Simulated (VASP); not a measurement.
# WS2 (P6_3/mmc) in VASP: single point with PBE

Aim: the single point of WS2 with PBE.

Everything below comes from runs of VASP 6.6.1. Logs are shortened: lines on timing, memory, paths and dates and some standing lists are left out, and cuts for length are marked.

**1. The cell of the first run**

The structure is hexagonal, space group P6_3/mmc (No. 194). The conventional cell has a = 3.153 Å, b = 3.153 Å, c = 12.077 Å, α = 90.00°, β = 90.00°, γ = 120.00°. W (site symmetry -6m2) has 6 S at 2.41 Å and 6 W at 3.15 Å within 3.2 Å. Within 3.2 Å of S (site symmetry 3m) lie 3 W at 2.41 Å and 7 S at 3.15 Å.

**2. Single point, PBE, collinear spin (z stretched by -2 %, then relaxed in part)**

INCAR reads:

```
SYSTEM = WS2
PREC = Accurate
ENCUT = 520
EDIFF = 1E-7
ISMEAR = -1
SIGMA = 0.02
LREAL = .FALSE.
LASPH = .TRUE.
NELM = 150
ALGO = Normal
ISIF = 2
LWAVE = .FALSE.
LCHARG = .TRUE.
ISPIN = 2
MAGMOM = 2 2 0 0 0 0
LORBIT = 11
LMAXMIX = 4
GGA = PE
LELF = .TRUE.
LVHAR = .TRUE.
NBANDS = 39
```

KPOINTS reads:

```
regular mesh
0
G
  16 16 4
  0 0 0
```

POSCAR reads:

```
WS2
1.0
    3.1532000000      0.0000000000      0.0000000000
   -1.5766000000      2.7307513032      0.0000000000
    0.0000000000      0.0000000000     12.0765400000
W S
2 4
Direct
    0.3333333333      0.6666666667      0.2500000000
    0.6666666667      0.3333333333      0.7500000000
    0.3333333333      0.6666666667      0.6197091483
    0.6666666667      0.3333333333      0.1197091483
    0.3333333333      0.6666666667      0.8802908517
    0.6666666667      0.3333333333      0.3802908517
```

Potentials or basis: VASP PAW PBE potentials, release 64 (W_sv, S).

Started as:

```console
cat potpaw_PBE.64/W_sv/POTCAR potpaw_PBE.64/S/POTCAR > POTCAR
mpirun -np 1 vasp_std > vasp.out
```

OUTCAR:

```text
SYSTEM = WS2
   PREC = Accurate
   ENCUT = 520
   EDIFF = 1E-7
   ISMEAR = -1
   LREAL = .FALSE.
   LASPH = .TRUE.
   NELM = 150
   ISIF = 2
   ISPIN = 2
   LORBIT = 11
   GGA = PE

 ion  position               nearest neighbor table
   1  0.333  0.667  0.250-   4 2.41   6 2.41   4 2.41   6 2.41   4 2.41   6 2.41
   2  0.667  0.333  0.750-   3 2.41   5 2.41   3 2.41   5 2.41   3 2.41   5 2.41
   3  0.333  0.667  0.620-   2 2.41   2 2.41   2 2.41
   4  0.667  0.333  0.120-   1 2.41   1 2.41   1 2.41
   5  0.333  0.667  0.880-   2 2.41   2 2.41   2 2.41
   6  0.667  0.333  0.380-   1 2.41   1 2.41   1 2.41

  LATTYP: Found a hexagonal cell.
 ALAT       =     3.1532000000
 C/A-ratio  =     3.8299314982

  Lattice vectors:

 A1 = (   3.1532000000,   0.0000000000,   0.0000000000)
 A2 = (  -1.5766000000,   2.7307513032,   0.0000000000)
 A3 = (   0.0000000000,   0.0000000000,  12.0765400000)

Analysis of symmetry for initial positions (statically):
=====================================================================
 Subroutine PRICEL returns:
 Original cell was already a primitive cell.

 Routine SETGRP: Setting up the symmetry group for a
 hexagonal supercell.

 Subroutine GETGRP returns: Found 24 space group operations
 (whereof 12 operations were pure point group operations)
 out of a pool of 24 trial point group operations.

The static configuration has the point symmetry D_3d.
 The point group associated with its full space group is D_6h.

Analysis of symmetry for dynamics (positions and initial velocities):
=====================================================================
 Subroutine PRICEL returns:
 Original cell was already a primitive cell.

 Routine SETGRP: Setting up the symmetry group for a
 hexagonal supercell.

 Subroutine GETGRP returns: Found 24 space group operations
 (whereof 12 operations were pure point group operations)
 out of a pool of 24 trial point group operations.

The dynamic configuration has the point symmetry D_3d.
 The point group associated with its full space group is D_6h.

Analysis of structural, dynamic, and magnetic symmetry:
=====================================================================
 Subroutine PRICEL returns:
 Original cell was already a primitive cell.

 Routine SETGRP: Setting up the symmetry group for a
 hexagonal supercell.

 Subroutine GETGRP returns: Found 24 space group operations
 (whereof 12 operations were pure point group operations)
 out of a pool of 24 trial point group operations.

The overall configuration has the point symmetry D_3d.
 The point group associated with its full space group is D_6h.

 Subroutine INISYM returns: Found 24 space group operations
 (whereof 12 operations are pure point group operations),
 and found     1 'primitive' translations

----------------------------------------------------------------------------------------

                                     Primitive cell

  volume of cell :     103.9863

  direct lattice vectors                    reciprocal lattice vectors
     3.153200000  0.000000000  0.000000000     0.317138145  0.183099794  0.000000000
    -1.576600000  2.730751303  0.000000000     0.000000000  0.366199587  0.000000000
     0.000000000  0.000000000 12.076540000     0.000000000  0.000000000  0.082805174

  length of vectors
     3.153200000  3.153200000 12.076540000     0.366199587  0.366199587  0.082805174

  position of ions in fractional coordinates (direct lattice)
     0.333333333  0.666666667  0.250000000
     0.666666667  0.333333333  0.750000000
     0.333333333  0.666666667  0.619709148
     0.666666667  0.333333333  0.119709148
     0.333333333  0.666666667  0.880290852
     0.666666667  0.333333333  0.380290852

  ion indices of the primitive-cell ions
   primitive index   ion index
                 1           1
                 2           2
                 3           3
                 4           4
                 5           5
                 6           6
[... 29 lines left out ...]
  0.000000  0.000000  0.000000      1.000000
  0.062500  0.000000  0.000000      6.000000
  0.125000  0.000000  0.000000      6.000000
  0.187500  0.000000  0.000000      6.000000
  0.250000  0.000000  0.000000      6.000000
  0.312500  0.000000  0.000000      6.000000
[... 16 lines left out ...]
  0.187500  0.187500  0.000000      6.000000
  0.250000  0.187500  0.000000     12.000000
 [... further k-points ...]
   k-points           NKPTS =     90   k-points in BZ     NKDIM =     90   number of bands    NBANDS=     39
   number of dos      NEDOS =    301   number of ions     NIONS =      6
   total plane-waves  NPLWV =  51840
   dimension x,y,z NGX =    24 NGY =   24 NGZ =   90
   dimension x,y,z NGXF=    48 NGYF=   48 NGZF=  180
   ions per type =               2   4
   NGX,Y,Z   is equivalent  to a cutoff of  12.65, 12.65, 12.39 a.u.
   NGXF,Y,Z  is equivalent  to a cutoff of  25.31, 25.31, 24.78 a.u.
 SYSTEM =  WS2
   PREC   = accura    normal or accurate (medium, high low for compatibility)
   ISTART =      0    job   : 0-new  1-cont  2-samecut
   ICHARG =      2    charge: 1-file 2-atom 10-const
   ISPIN  =      2    spin polarized calculation?
   LNONCOLLINEAR =      F non collinear calculations
   LSORBIT =      F    spin-orbit coupling
   LASPH  =      T    aspherical Exc in radial PAW
   ENCUT  =  520.0 eV  38.22 Ry    6.18 a.u.   5.86  5.86 22.45*2*pi/ulx,y,z
   NELM   =    150;   NELMIN=  2; NELMDL= -5     # of ELM steps
   EDIFF  = 0.1E-06   stopping-criterion for ELM
   LREAL  =      F    real-space projection
   EDIFFG = 0.1E-05   stopping-criterion for IOM
   NSW    =      0    number of steps for IOM
   IBRION =     -1    ionic relax: 0-MD 1-quasi-New 2-CG
   NFREE  =      0    steps in history (QN), initial steepest desc. (CG)
   ISIF   =      2    stress and relaxation
   ISYM   =      2    0-nonsym 1-usesym 2-fastsym
   POTIM  = 0.5000    time-step for ionic-motion
   TEBEG  =    0.0;   TEEND  =   0.0 temperature during run
   PSTRESS=    0.0 pullay stress
   NELECT =      52.0000    total number of electrons
   NUPDOWN=      -1.0000    fix difference up-down
   EMIN   =  10.00;   EMAX   =-10.00  energy-range for DOS
   EFERMI =   0.00;   METHOD = LEGACY
   ISMEAR =    -1;   SIGMA  =   0.02  broadening in eV -4-tet -1-fermi 0-gaus
   EFERMI_NEDOS =   21; number of points for ismear=-14 and -15
   IALGO  =     38    algorithm
   IMIX   =      4    mixing-type and parameters
     AMIX     =   0.40;   BMIX     =  1.00
     AMIX_MAG =   1.60;   BMIX_MAG =  1.00
  volume/ion in A,a.u.               =      17.33       116.96
  Fermi-wavevector in a.u.,A,eV,Ry     =   1.299423  2.455553 22.973439  1.688500
  Thomas-Fermi vector in A             =   2.430688
   LORBIT       =     11    0 simple, 1 ext, 2 COOP (PROOUT), +10 PAW based schemes
   GGA     = PE    functional components
   LHFCALC =     F    Hartree Fock is set to
   AEXX    =    0.0000 exact exchange contribution
   IVDW    =     0    specifies the selected vdW correction
   LEPSILON=     F    determine dielectric tensor
   LRPA    =     F    only Hartree local field effects (RPA)
 spin polarized calculation
  energy-cutoff  :      520.00
  volume of cell :      103.99
 maximum number of plane-waves:      2828
 NGX is ok and might be reduce to    24
   NGX = 11   NGY = 11   NGZ = 45

 number of electron      51.9999997 magnetization       0.0000281

 Free energy of the ion-electron system (eV)
  ---------------------------------------------------
  ext. energy  EPLUGINS =         0.00000000
  ---------------------------------------------------
  free energy    TOTEN  =       -47.17174574 eV

  energy without entropy =      -47.17174574  energy(sigma->0) =      -47.17174574

 E-fermi :   8.3017     XC(G=0): -11.1174

 val. band max:        7.8304400578   @ k =   0.0000   0.0000   0.0000
 cond. band min:       8.7215002471   @ k =   0.1875   0.1875   0.0000
 fundamental gap:      0.8910601893
 Fermi energy:         8.3016566532

 spin component 1

 k-point     1 :       0.0000    0.0000    0.0000
  band No.  band energies     occupation
      1     -66.8401      1.00000
      2     -66.8401      1.00000
      3     -31.0989      1.00000
      4     -31.0989      1.00000
      5     -30.9205      1.00000
      6     -30.9205      1.00000
[... 973 lines left out ...]
     37      15.4111      0.00000
     38      16.0323      0.00000

 [... further k-points ...]

 spin component 2

 k-point     1 :       0.0000    0.0000    0.0000
  band No.  band energies     occupation
      1     -66.8401      1.00000
      2     -66.8401      1.00000
      3     -31.0990      1.00000
      4     -31.0989      1.00000
      5     -30.9205      1.00000
      6     -30.9205      1.00000
[... 973 lines left out ...]
     37      15.4111      0.00000
     38      16.0323      0.00000

 [... further k-points ...]

 [bands above 38 left out]

------------------------ aborting loop because EDIFF is reached ----------------------------------------

  FORCE on cell =-STRESS in cart. coord.  units (eV):
  Direction    XX          YY          ZZ          XY          YZ          ZX
  --------------------------------------------------------------------------------------
  -------------------------------------------------------------------------------------
  Total        2.8257756      2.8257756      3.1179378      0.0000000     -0.0000000      0.0000000
  in kB       43.5383596     43.5383596     48.0398722      0.0000000     -0.0000000      0.0000000
  external PRESSURE =      45.0388638 kB  Pullay stress =       0.0000000 kB

 VOLUME and BASIS-vectors are now :
 -----------------------------------------------------------------------------
  energy-cutoff  :      520.00
  volume of cell :      103.99
      direct lattice vectors                 reciprocal lattice vectors
     3.153200000  0.000000000  0.000000000     0.317138145  0.183099794  0.000000000
    -1.576600000  2.730751303  0.000000000     0.000000000  0.366199587  0.000000000
     0.000000000  0.000000000 12.076540000     0.000000000  0.000000000  0.082805174

 POSITION                                       TOTAL-FORCE (eV/Angst)
 -----------------------------------------------------------------------------------
     -0.00000      1.82050      3.01913        -0.000000      0.000000     -0.000000
      1.57660      0.91025      9.05740         0.000000     -0.000000     -0.000000
     -0.00000      1.82050      7.48394         0.000000     -0.000000     -0.007185
      1.57660      0.91025      1.44567        -0.000000      0.000000     -0.007185
     -0.00000      1.82050     10.63087        -0.000000     -0.000000      0.007185
      1.57660      0.91025      4.59260        -0.000000      0.000000      0.007185
 -----------------------------------------------------------------------------------
    total drift:                               -0.000000      0.000000     -0.000000

  FREE ENERGIE OF THE ION-ELECTRON SYSTEM (eV)
  ---------------------------------------------------
  free  energy   TOTEN  =       -47.1717457376 eV

  energy  without entropy=      -47.1717457376  energy(sigma->0) =      -47.17174574

 total charge

# of ion       s       p       d       tot
------------------------------------------
    1        2.322   6.333   3.389  12.043
    2        2.322   6.333   3.389  12.043
    3        1.361   2.367   0.000   3.727
    4        1.361   2.367   0.000   3.727
    5        1.361   2.367   0.000   3.727
    6        1.361   2.367   0.000   3.727
--------------------------------------------------
tot         10.086  22.132   6.779  38.997

 magnetization (x)

# of ion       s       p       d       tot
------------------------------------------
    1       -0.000  -0.000  -0.000  -0.000
    2       -0.000  -0.000  -0.000  -0.000
    3       -0.000  -0.000   0.000  -0.000
    4       -0.000  -0.000   0.000  -0.000
    5       -0.000  -0.000   0.000  -0.000
    6       -0.000  -0.000   0.000  -0.000
--------------------------------------------------
tot         -0.000  -0.000  -0.000  -0.000
```

Run time: 23 min. Hardware: 1 thread of Oxide Virtual Turin-like, shared host; peak memory 0.57 GiB.

What came out:

| Property | Result |
| --- | --- |
| Free energy | -47.1717 eV |
| Pressure | 4.5 GPa |
| Largest force | 0.007 eV/Å |
| Band gap on the k mesh | 0.89 eV (least direct gap 1.97 eV) |
| Net moment | 0.00 μB per cell |
| Valence electrons inside the program's atomic spheres | W 12.04; S 3.73 |

Forces in eV/Å, atoms in the order of the input:
```
W    0.000  0.000  0.000
W    0.000  0.000  0.000
S    0.000  0.000 -0.007
S    0.000  0.000 -0.007
S    0.000  0.000  0.007
S    0.000  0.000  0.007
```

Stress tensor (GPa, compression positive):
```
4.35 0.00 0.00
0.00 4.35 0.00
0.00 0.00 4.80
```

Caveat: the cell differs from its parent crystal (z stretched by -2 %, then relaxed in part); the cell stands under pressure; spin-orbit coupling is left out, which moves the levels of the heavy elements; this functional lacks dispersion, which binds layers or chains, so the pressure and a relaxed spacing across them are unreliable. A k mesh can miss the band edges.
